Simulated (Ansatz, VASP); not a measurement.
# TiO2 in VASP and in Ansatz

```
Ti O
1.0
     2.98939    0.00000    0.00000
    -1.49469    2.58889    0.00000
     0.00000    0.00000    5.49315
Ti O
1 2
Direct
  0.00000 0.00000 0.00000
  0.33333 0.66667 0.17566
  0.66667 0.33333 0.82434
```

Alike in both runs: task electric field gradients; functional PBE; k mesh 13 × 13 × 7; occupations fermi-dirac, width 0.05 eV; no spin polarisation.

```csv
,VASP,Ansatz
version,VASP 6.6.1,Ansatz 0.2.0
potentials or method,"VASP PAW PBE potentials, release 64 (Ti_sv, O)","PAW with Ansatz's default frozen-core files, scalar-relativistic"
plane-wave cutoff (eV),520,420
valence electrons in the cell,24,24
```

Ansatz gave:

- gap on the k mesh at the Fermi level (eV): 2.66
- pressure (GPa): 0.0
- traceless stress, the component that is largest in VASP (GPa): 0.01
- rms of the force components (eV/Å): 0.000
- size of Vzz on the site where it differs most (V/Å²): 42.5

Task: Estimate VASP's values.

Result: gap on the k mesh at the Fermi level (eV): 2.63; pressure (GPa): 0.6; traceless stress, the component that is largest in VASP (GPa): -0.30; rms of the force components (eV/Å): 0.028; size of Vzz on the site where it differs most (V/Å²): 39.6.

Atom by atom the forces differ by 0.028 eV/Å (rms over components). The functional is the same, so the differences come from potentials, cutoffs and numerics.
